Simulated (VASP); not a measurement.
SiMo3, 4 atoms in the cell. The structure is cubic, space group Pm-3m (No. 221). Conventional cell: a = 3.916 Å, b = 3.916 Å, c = 3.916 Å, α = 90.00°, β = 90.00°, γ = 90.00°. Si (site symmetry m-3m) has 12 Mo at 2.77 Å within 3.6 Å. Within 3.6 Å of Mo (site symmetry 4/mmm) lie 4 Si at 2.77 Å and 8 Mo at 2.77 Å. The cell was built from a structure type or drawn by symmetry, and may not be a known phase.

| Property | Result |
| --- | --- |
| Program | VASP 6.6.1 |
| Task | single point |
| Functional | PBE |
| Potentials or basis | VASP PAW PBE potentials, release 64 (Si, Mo_sv) |
| Cutoff | 500 eV |
| k mesh | 5 × 5 × 5 |
| Occupations | gaussian, width 0.2 eV |
| Spin | no spin polarisation |
| Dipole correction | no |
| Further INCAR settings | ALGO = Normal; EDIFF = 1e-06; NBANDS = 31 |

Potentials or basis: VASP PAW PBE potentials, release 64 (Si, Mo_sv).

The run is started by

```bash
$ cat potpaw_PBE.64/Si/POTCAR potpaw_PBE.64/Mo_sv/POTCAR > POTCAR
$ mpirun -np 1 vasp_std > vasp.out
```

Hardware: 1 thread of Intel(R) Xeon(R) Platinum 8259CL CPU @ 2.50GHz (Skylake/Cascade Lake) (shared host).

**Question.** Estimate the wall time of this run.

**Answer.** Run time: 23 s on 1 thread of Intel(R) Xeon(R) Platinum 8259CL CPU @ 2.50GHz (Skylake/Cascade Lake) (shared host), peak memory 0.16 GiB. Counts: scf iterations 13, k points 10.
